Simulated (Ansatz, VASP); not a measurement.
**Os: VASP beside Ansatz**

```
CELL_PARAMETERS angstrom
2.55741 0.00000 0.00000
0.00000 2.55741 0.00000
0.00000 0.00000 2.55741
ATOMIC_POSITIONS crystal
Os 0.00000 0.00000 0.00000
```

Alike in both runs: task electric field gradients; functional r2SCAN; k mesh 15 × 15 × 15; occupations fermi-dirac, width 0.05 eV; no spin polarisation.

```csv
,VASP,Ansatz
version,VASP 6.6.1,Ansatz 0.2.0
potentials or method,"VASP PAW PBE potentials, release 64 (Os)","PAW with Ansatz's default frozen-core files, scalar-relativistic"
plane-wave cutoff (eV),520,500
valence electrons in the cell,8,16
```

```csv
,VASP,Ansatz,Ansatz less VASP
pressure (GPa),-5.5,-5.8,-0.29
```

VASP's potentials were made for PBE, not for r2SCAN. VASP's potentials hold 8 valence electrons a cell and Ansatz's 16, so a difference there can come from the potentials and not from the codes.

Spin-orbit coupling is off throughout.
